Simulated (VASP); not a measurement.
# MgAl2Sb2 (P-3m1) in VASP: a series of runs

MgAl2Sb2 is run at these levels: PBEsol; tasks: single point.

All numbers are computed with VASP 6.6.1; they aren't measurements. Logs are shortened: lines on timing, memory, paths and dates and some standing lists are left out, and cuts for length are marked.

## Step 1: The cell of the first run

The structure is trigonal, space group P-3m1 (No. 164). Conventional cell: a = 4.412 Å, b = 4.412 Å, c = 6.791 Å, α = 90.00°, β = 90.00°, γ = 120.00°. Mg (site symmetry -3m) has 6 Sb at 2.99 Å and 6 Al at 3.58 Å within 3.9 Å. Within 3.6 Å of Al (site symmetry 3m) lie 4 Sb at 2.71 to 2.72 Å and 3 Al at 3.09 Å and 3 Mg at 3.58 Å. Sb (site symmetry 3m) has 4 Al at 2.71 to 2.72 Å and 3 Mg at 2.99 Å within 3.6 Å.

## Step 2: Single point, PBEsol

INCAR reads:

```
SYSTEM = MgAl2Sb2
PREC = Accurate ; ENCUT = 520
EDIFF = 1E-7 ; ISMEAR = -1
SIGMA = 0.15 ; LREAL = .False.
LASPH = .True. ; NELM = 60
ALGO = Normal ; ISIF = 2
LWAVE = .False. ; LCHARG = .True.
GGA = PS ; LELF = .True.
LVHAR = .True. ; NBANDS = 17
```

KPOINTS reads:

```
Automatic mesh
0
Gamma
  6 6 4
  0 0 0
```

POSCAR reads:

```
MgAl2Sb2
1.0
    4.4117879955      0.0000000000      0.0000000000
   -2.2058939978      3.8207203585      0.0000000000
    0.0000000000      0.0000000000      6.7907107054
Mg Al Sb
1 2 2
Direct
    0.0000000000      0.0000000000      0.0000000000
    0.6666666667      0.3333333333      0.3707880000
    0.3333333333      0.6666666667      0.6292120000
    0.6666666667      0.3333333333      0.7696890000
    0.3333333333      0.6666666667      0.2303110000
```

Potentials or basis: VASP PAW PBE potentials, release 64 (Mg, Al, Sb).

On the command line:

```console
$ cat potpaw_PBE.64/Mg/POTCAR potpaw_PBE.64/Al/POTCAR potpaw_PBE.64/Sb/POTCAR > POTCAR
$ mpirun -np 1 vasp_std > vasp.out
```

OUTCAR:

```text
SYSTEM = MgAl2Sb2
   PREC = Accurate
   ENCUT = 520
   EDIFF = 1E-7
   ISMEAR = -1
   LREAL = .False.
   LASPH = .True.
   NELM = 60
   ISIF = 2
   GGA = PS

 ion  position               nearest neighbor table
   1  0.000  0.000  0.000-   5 2.99   4 2.99   5 2.99   4 2.99   4 2.99   5 2.99
   2  0.667  0.333  0.371-   4 2.71   5 2.72   5 2.72   5 2.72   3 3.09   3 3.09   3 3.09
   3  0.333  0.667  0.629-   5 2.71   4 2.72   4 2.72   4 2.72   2 3.09   2 3.09   2 3.09
   4  0.667  0.333  0.770-   2 2.71   3 2.72   3 2.72   3 2.72   1 2.99   1 2.99   1 2.99
   5  0.333  0.667  0.230-   3 2.71   2 2.72   2 2.72   2 2.72   1 2.99   1 2.99   1 2.99

  LATTYP: Found a hexagonal cell.
 ALAT       =     4.4117879955
 C/A-ratio  =     1.5392196344

  Lattice vectors:

 A1 = (   4.4117879955,   0.0000000000,   0.0000000000)
 A2 = (  -2.2058939978,   3.8207203585,   0.0000000000)
 A3 = (   0.0000000000,   0.0000000000,   6.7907107054)

Analysis of symmetry for initial positions (statically):
=====================================================================
 Subroutine PRICEL returns:
 Original cell was already a primitive cell.

 Routine SETGRP: Setting up the symmetry group for a
 hexagonal supercell.

 Subroutine GETGRP returns: Found 12 space group operations
 (whereof 12 operations were pure point group operations)
 out of a pool of 24 trial point group operations.

The static configuration has the point symmetry D_3d.

Analysis of symmetry for dynamics (positions and initial velocities):
=====================================================================
 Subroutine PRICEL returns:
 Original cell was already a primitive cell.

 Routine SETGRP: Setting up the symmetry group for a
 hexagonal supercell.

 Subroutine GETGRP returns: Found 12 space group operations
 (whereof 12 operations were pure point group operations)
 out of a pool of 24 trial point group operations.

The dynamic configuration has the point symmetry D_3d.

 Subroutine INISYM returns: Found 12 space group operations
 (whereof 12 operations are pure point group operations),
 and found     1 'primitive' translations

----------------------------------------------------------------------------------------

                                     Primitive cell

  volume of cell :     114.4656

  direct lattice vectors                    reciprocal lattice vectors
     4.411787996  0.000000000  0.000000000     0.226665470  0.130865374  0.000000000
    -2.205893998  3.820720359  0.000000000     0.000000000  0.261730749  0.000000000
     0.000000000  0.000000000  6.790710705     0.000000000  0.000000000  0.147259991

  length of vectors
     4.411787996  4.411787890  6.790710705     0.261730742  0.261730749  0.147259991

  position of ions in fractional coordinates (direct lattice)
     0.000000000  0.000000000  0.000000000
     0.666666667  0.333333333  0.370788000
     0.333333333  0.666666667  0.629212000
     0.666666667  0.333333333  0.769689000
     0.333333333  0.666666667  0.230311000

  ion indices of the primitive-cell ions
   primitive index   ion index
                 1           1
                 2           2
                 3           3
                 4           4
                 5           5

----------------------------------------------------------------------------------------

 KPOINTS: Automatic mesh

Automatic generation of k-mesh.
 Grid dimensions read from file:
 generate k-points for:    6    6    4

 Generating k-lattice:

  Cartesian coordinates                     Fractional coordinates (reciprocal lattice)
     0.037777578  0.021810896  0.000000000     0.166666667  0.000000000  0.000000000
     0.000000000  0.043621791  0.000000000     0.000000000  0.166666667  0.000000000
     0.000000000  0.000000000  0.036814998     0.000000000  0.000000000  0.250000000

  Length of vectors
     0.043621790  0.043621791  0.036814998

  Shift w.r.t. Gamma in fractional coordinates (k-lattice)
     0.000000000  0.000000000  0.000000000

 Subroutine IBZKPT returns following result:
 ===========================================

 Found     24 irreducible k-points:

 Following reciprocal coordinates:
            Coordinates               Weight
  0.000000  0.000000  0.000000      1.000000
  0.166667  0.000000  0.000000      6.000000
  0.333333  0.000000  0.000000      6.000000
  0.500000  0.000000  0.000000      3.000000
  0.166667  0.166667  0.000000      6.000000
  0.333333  0.166667  0.000000     12.000000
[... 16 lines left out ...]
  0.333333  0.166667  0.500000     12.000000
  0.333333  0.333333  0.500000      2.000000
   k-points           NKPTS =     24   k-points in BZ     NKDIM =     24   number of bands    NBANDS=     17
   number of dos      NEDOS =    301   number of ions     NIONS =      5
   total plane-waves  NPLWV =  69984
   dimension x,y,z NGX =    36 NGY =   36 NGZ =   54
   dimension x,y,z NGXF=    72 NGYF=   72 NGZF=  108
   ions per type =               1   2   2
   NGX,Y,Z   is equivalent  to a cutoff of  13.57, 13.57, 13.22 a.u.
   NGXF,Y,Z  is equivalent  to a cutoff of  27.13, 27.13, 26.44 a.u.
 SYSTEM =  MgAl2Sb2
   PREC   = accura    normal or accurate (medium, high low for compatibility)
   ISTART =      0    job   : 0-new  1-cont  2-samecut
   ICHARG =      2    charge: 1-file 2-atom 10-const
   ISPIN  =      1    spin polarized calculation?
   LNONCOLLINEAR =      F non collinear calculations
   LSORBIT =      F    spin-orbit coupling
   LASPH  =      T    aspherical Exc in radial PAW
   ENCUT  =  520.0 eV  38.22 Ry    6.18 a.u.   8.20  8.20 12.63*2*pi/ulx,y,z
   NELM   =     60;   NELMIN=  2; NELMDL= -5     # of ELM steps
   EDIFF  = 0.1E-06   stopping-criterion for ELM
   LREAL  =      F    real-space projection
   EDIFFG = 0.1E-05   stopping-criterion for IOM
   NSW    =      0    number of steps for IOM
   IBRION =     -1    ionic relax: 0-MD 1-quasi-New 2-CG
   NFREE  =      0    steps in history (QN), initial steepest desc. (CG)
   ISIF   =      2    stress and relaxation
   ISYM   =      2    0-nonsym 1-usesym 2-fastsym
   POTIM  = 0.5000    time-step for ionic-motion
   TEBEG  =    0.0;   TEEND  =   0.0 temperature during run
   PSTRESS=    0.0 pullay stress
   NELECT =      18.0000    total number of electrons
   NUPDOWN=      -1.0000    fix difference up-down
   EMIN   =  10.00;   EMAX   =-10.00  energy-range for DOS
   EFERMI =   0.00;   METHOD = LEGACY
   ISMEAR =    -1;   SIGMA  =   0.15  broadening in eV -4-tet -1-fermi 0-gaus
   EFERMI_NEDOS =   21; number of points for ismear=-14 and -15
   IALGO  =     38    algorithm
   IMIX   =      4    mixing-type and parameters
     AMIX     =   0.40;   BMIX     =  1.00
     AMIX_MAG =   1.60;   BMIX_MAG =  1.00
  volume/ion in A,a.u.               =      22.89       154.49
  Fermi-wavevector in a.u.,A,eV,Ry     =   0.883637  1.669832 10.623627  0.780815
  Thomas-Fermi vector in A             =   2.004430
   LORBIT       =      0    0 simple, 1 ext, 2 COOP (PROOUT), +10 PAW based schemes
   GGA     = PS    functional components
   LHFCALC =     F    Hartree Fock is set to
   AEXX    =    0.0000 exact exchange contribution
   IVDW    =     0    specifies the selected vdW correction
   LEPSILON=     F    determine dielectric tensor
   LRPA    =     F    only Hartree local field effects (RPA)
 non-spin polarized calculation
  energy-cutoff  :      520.00
  volume of cell :      114.47
 maximum number of plane-waves:      3110
 NGX is ok and might be reduce to    36
   NGX = 17   NGY = 17   NGZ = 25

 number of electron      18.0000000 magnetization

 Free energy of the ion-electron system (eV)
  ---------------------------------------------------
  ext. energy  EPLUGINS =         0.00000000
  ---------------------------------------------------
  free energy    TOTEN  =       -18.72382513 eV

  energy without entropy =      -18.56461333  energy(sigma->0) =      -18.64421923

 E-fermi :   7.1142     XC(G=0):  -9.6295

 val. band max:        7.0621357804   @ k =   0.0000   0.0000   0.5000
 cond. band min:       7.1425410173   @ k =   0.3333   0.1667   0.2500
 fundamental gap:      0.0804052369
 Fermi energy:         7.1141999739

 k-point     1 :       0.0000    0.0000    0.0000
  band No.  band energies     occupation
      1      -5.3074      2.00000
      2      -3.4802      2.00000
      3       0.0260      2.00000
      4       4.2828      2.00000
      5       4.2828      2.00000
      6       5.4290      1.99997
[... 9 lines left out ...]
     16      10.4162      0.00000
     17      10.9797      0.00000

 k-point     2 :       0.1667    0.0000    0.0000
  band No.  band energies     occupation
      1      -5.0780      2.00000
      2      -3.3318      2.00000
      3       0.2777      2.00000
      4       2.4642      2.00000
      5       3.8093      2.00000
      6       4.0331      2.00000
[... 9 lines left out ...]
     16      10.5297      0.00000
     17      10.8568      0.00000

 k-point     3 :       0.3333    0.0000    0.0000
  band No.  band energies     occupation
      1      -4.4510      2.00000
      2      -3.0724      2.00000
      3       0.7362      2.00000
      4       0.9780      2.00000
      5       2.2180      2.00000
      6       3.1998      2.00000
[... 9 lines left out ...]
     16      11.1167      0.00000
     17      12.8986      0.00000

 k-point     4 :       0.5000    0.0000    0.0000
  band No.  band energies     occupation
      1      -3.8827      2.00000
      2      -3.1446      2.00000
      3       0.2430      2.00000
      4       1.0428      2.00000
      5       2.0026      2.00000
      6       2.9686      2.00000
[... 9 lines left out ...]
     16      12.7594      0.00000
     17      13.1734      0.00000
[... 343 lines left out ...]
      1      -4.2079      2.00000
      2      -3.8437      2.00000
      3       1.1799      2.00000
      4       1.3968      2.00000
      5       3.1825      2.00000
      6       3.5470      2.00000
[... 9 lines left out ...]
     16      11.1735      0.00000
     17      12.0534      0.00000

 k-point    23 :       0.3333    0.1667    0.5000
  band No.  band energies     occupation
      1      -3.6336      2.00000
      2      -3.3813      2.00000
      3       0.1691      2.00000
      4       0.3536      2.00000
      5       2.5264      2.00000
      6       2.6703      2.00000
[... 9 lines left out ...]
     16      11.5547      0.00000
     17      13.5066      0.00000

 k-point    24 :       0.3333    0.3333    0.5000
  band No.  band energies     occupation
      1      -3.2994      2.00000
      2      -3.2994      2.00000
      3       0.1678      2.00000
      4       0.1678      2.00000
      5       1.8068      2.00000
      6       1.8087      2.00000
[... 9 lines left out ...]
     16      10.9953      0.00000
     17      10.9953      0.00000

------------------------ aborting loop because EDIFF is reached ----------------------------------------

  FORCE on cell =-STRESS in cart. coord.  units (eV):
  Direction    XX          YY          ZZ          XY          YZ          ZX
  --------------------------------------------------------------------------------------
  -------------------------------------------------------------------------------------
  Total        3.9738787      3.9738784      4.1392497     -0.0000000      0.0000000     -0.0000000
  in kB       55.6224445     55.6224409     57.9371459     -0.0000000      0.0000000     -0.0000000
  external PRESSURE =      56.3940104 kB  Pullay stress =       0.0000000 kB

 VOLUME and BASIS-vectors are now :
 -----------------------------------------------------------------------------
  energy-cutoff  :      520.00
  volume of cell :      114.47
      direct lattice vectors                 reciprocal lattice vectors
     4.411787996  0.000000000  0.000000000     0.226665470  0.130865374  0.000000000
    -2.205893998  3.820720359  0.000000000     0.000000000  0.261730749  0.000000000
     0.000000000  0.000000000  6.790710705     0.000000000  0.000000000  0.147259991

 POSITION                                       TOTAL-FORCE (eV/Angst)
 -----------------------------------------------------------------------------------
      0.00000      0.00000      0.00000         0.000000     -0.000000      0.000000
      2.20589      1.27357      2.51791        -0.000000      0.000000     -0.091325
     -0.00000      2.54715      4.27280        -0.000000     -0.000000      0.091325
      2.20589      1.27357      5.22674        -0.000000      0.000000      0.503730
     -0.00000      2.54715      1.56398         0.000000     -0.000000     -0.503730
 -----------------------------------------------------------------------------------
    total drift:                                0.000000     -0.000000     -0.000000

  FREE ENERGIE OF THE ION-ELECTRON SYSTEM (eV)
  ---------------------------------------------------
  free  energy   TOTEN  =       -18.7238251329 eV

  energy  without entropy=      -18.5646133342  energy(sigma->0) =      -18.64421923
```

Run time: 23 s. Hardware: 1 thread of Intel Xeon 6975P-C (Granite Rapids), shared host; peak memory 0.27 GiB.

What came out:

- Free energy: -18.7238 eV
- Pressure: 5.6 GPa
- Largest force: 0.504 eV/Å
- Band gap on the k mesh: zero (band 9 reaches 7.32 eV, above the bottom of band 10 at 6.30 eV)

Forces on the atoms (eV/Å):
```
Mg   0.000  0.000  0.000
Al   0.000  0.000 -0.091
Al   0.000  0.000  0.091
Sb   0.000  0.000  0.504
Sb   0.000  0.000 -0.504
```

Stress tensor (GPa, compression positive):
```
5.56 0.00 0.00
0.00 5.56 0.00
0.00 0.00 5.79
```

Levels at points of the mesh, in eV from the Fermi level:
```tsv
k point	band 6	band 7	band 8	band 9	band 10	band 11	band 12	band 13
(0.00, 0.00, 0.00)	-1.69	-1.47	-1.47	-0.90	0.33	1.17	1.17	2.15
(0.50, 0.00, 0.00)	-4.15	-4.08	-2.27	-1.54	0.55	1.10	1.22	3.69
(0.00, 0.00, 0.50)	-2.51	-1.92	-1.92	-1.21	-0.05	1.21	1.21	1.49
(0.50, 0.00, 0.50)	-3.22	-3.21	-2.83	-1.01	-0.82	-0.08	0.71	3.20
```

Caveat: the PAW data sets were made with another functional, which shifts forces and pressure a little; spin-orbit coupling is left out, which moves the levels of the heavy elements.

## Step 3: Single point, PBEsol

This run uses another cell than the first one, of 23.93 Å³/atom, 1.045 times its volume.

INCAR reads:

```
SYSTEM = MgAl2Sb2
PREC     = Accurate       ! precision mode
ENCUT    = 520            ! plane-wave cutoff, eV
EDIFF    = 1E-7           ! SCF threshold, eV
ISMEAR   = -1             ! smearing method
SIGMA    = 0.15           ! smearing width, eV
LREAL    = .False.        ! projectors in reciprocal space
LASPH    = .True.         ! aspherical terms in the spheres
NELM     = 60             ! most SCF steps
ALGO     = Normal         ! electronic algorithm
ISIF     = 2              ! what is computed and relaxed
LWAVE    = .False.        ! write WAVECAR
LCHARG   = .True.         ! write CHGCAR
GGA      = PS             ! functional
LELF     = .True.         ! ELF
LVHAR    = .True.       
NBANDS   = 17             ! bands
```

KPOINTS reads:

```
regular mesh
0
Gamma
  6 6 4
  0 0 0
```

POSCAR: that of step 2 with these lines changed.

```diff
@@ -2,5 +2,5 @@
 1.0
-    4.4117879955      0.0000000000      0.0000000000
-   -2.2058939978      3.8207203585      0.0000000000
-    0.0000000000      0.0000000000      6.7907107054
+    4.4776452869      0.0000000000      0.0000000000
+   -2.2388226434      3.8777544440      0.0000000000
+    0.0000000000      0.0000000000      6.8920795414
 Mg Al Sb
```

Potentials or basis: VASP PAW PBE potentials, release 64 (Mg, Al, Sb).

On the command line:

```console
$ cat potpaw_PBE.64/Mg/POTCAR potpaw_PBE.64/Al/POTCAR potpaw_PBE.64/Sb/POTCAR > POTCAR
$ mpirun -np 1 vasp_std > vasp.out
```

Run time: 24 s. Hardware: 1 thread of Intel Xeon 6975P-C (Granite Rapids), shared host; peak memory 0.27 GiB.

It converged, with:

```
Free energy            : -18.8582 eV
Pressure               : 2.7 GPa
Largest force          : 0.298 eV/Å
Band gap on the k mesh : zero (band 9 reaches 6.86 eV, above the bottom of band 10 at 5.84 eV)
```

Forces in eV/Å, atoms in the order of the input:
```
Mg   0.000  0.000  0.000
Al   0.000  0.000 -0.076
Al   0.000  0.000  0.076
Sb   0.000  0.000  0.298
Sb   0.000  0.000 -0.298
```

Stress tensor (GPa, compression positive):
```
2.70 0.00 0.00
0.00 2.70 0.00
0.00 0.00 2.82
```

Levels at points of the mesh, in eV from the Fermi level:
```tsv
k point	band 7	band 8	band 9	band 10	band 11	band 12
(0.00, 0.00, 0.00)	-1.39	-1.39	-0.89	0.08	1.23	1.23
(0.50, 0.00, 0.00)	-3.91	-2.16	-1.46	0.53	1.13	1.29
(0.00, 0.00, 0.50)	-1.82	-1.82	-1.33	-0.08	1.24	1.24
(0.50, 0.00, 0.50)	-3.05	-2.68	-1.02	-0.78	-0.01	0.81
```

Caveat: the PAW data sets were made with another functional, which shifts forces and pressure a little; spin-orbit coupling is left out, which moves the levels of the heavy elements.

## Step 4: Single point, PBEsol

This run uses another cell than the first one, of 24.97 Å³/atom, 1.091 times its volume.

INCAR reads:

```
PREC = Accurate ; ENCUT = 520
EDIFF = 1E-6 ; ISMEAR = -1
SIGMA = 0.15 ; LREAL = False
LASPH = True ; NELM = 60
ALGO = Normal ; ISIF = 2
LWAVE = False ; LCHARG = True
GGA = PS ; LELF = True
LVHAR = True ; NBANDS = 17
```

KPOINTS reads:

```
regular mesh
0
Gamma
  6 6 4
```

POSCAR: that of step 3 with these lines changed.

```diff
@@ -2,5 +2,5 @@
 1.0
-    4.4776452869      0.0000000000      0.0000000000
-   -2.2388226434      3.8777544440      0.0000000000
-    0.0000000000      0.0000000000      6.8920795414
+    4.5416202915      0.0000000000      0.0000000000
+   -2.2708101457      3.9331584215      0.0000000000
+    0.0000000000      0.0000000000      6.9905511246
 Mg Al Sb
```

On the command line:

```console
$ cat potpaw_PBE.64/Mg/POTCAR potpaw_PBE.64/Al/POTCAR potpaw_PBE.64/Sb/POTCAR > POTCAR
$ mpirun -np 1 vasp_std > vasp.out
```

Wall time 20 s (1 thread of Intel Xeon 6975P-C (Granite Rapids), shared host); peak memory 0.27 GiB.

The run converged. Its results:

- Free energy: -18.9082 eV
- Pressure: 0.4 GPa
- Largest force: 0.126 eV/Å
- Band gap on the k mesh: zero (band 9 reaches 6.44 eV, above the bottom of band 10 at 5.41 eV)

Forces in eV/Å, atoms in the order of the input:
```
Mg   0.000  0.000  0.000
Al   0.000  0.000 -0.063
Al   0.000  0.000  0.063
Sb   0.000  0.000  0.126
Sb   0.000  0.000 -0.126
```

Levels at points of the mesh, in eV from the Fermi level:
```
           k point  band 5  band 6  band 7  band 8  band 9  band 10  band 11  band 12  band 13  band 14
(0.00, 0.00, 0.00)   -2.56   -1.80   -1.32   -1.32   -0.87    -0.14     1.29     1.29     2.16     2.16
(0.50, 0.00, 0.00)   -4.64   -3.76   -3.75   -2.05   -1.39     0.51     1.16     1.35     3.53     3.61
(0.00, 0.00, 0.50)   -2.27   -2.27   -1.72   -1.72   -1.43    -0.10     1.28     1.28     1.63     1.63
(0.50, 0.00, 0.50)   -3.31   -3.03   -2.90   -2.54   -1.01    -0.75     0.06     0.91     3.17     4.23
```

Caveat: the PAW data sets were made with another functional, which shifts forces and pressure a little; spin-orbit coupling is left out, which moves the levels of the heavy elements.

## Step 5: Overview

| cell | gap on the mesh (eV) | pressure (GPa) | largest force (eV/Å) |
| --- | --- | --- | --- |
| a = 4.412, b = 4.412, c = 6.791 Å, angles 90.0, 90.0, 120.0°, 5 atoms | none | 5.6 | 0.50 |
| a = 4.478, b = 4.478, c = 6.892 Å, angles 90.0, 90.0, 120.0°, 5 atoms | none | 2.7 | 0.30 |
| a = 4.542, b = 4.542, c = 6.991 Å, angles 90.0, 90.0, 120.0°, 5 atoms | none | 0.4 | 0.13 |

Alike in all rows: task single point; level PBEsol; potentials or basis VASP PAW PBE potentials, release 64 (Mg, Al, Sb); no spin polarisation; k mesh 6 × 6 × 4; cutoff (eV) 520; smearing fermi-dirac 0.15 eV.

Caveats: the PAW data sets were made with another functional, which shifts forces and pressure a little; spin-orbit coupling is left out, which moves the levels of the heavy elements.

Total energies depend on the potentials used, so only differences within one code and one set of settings carry meaning.
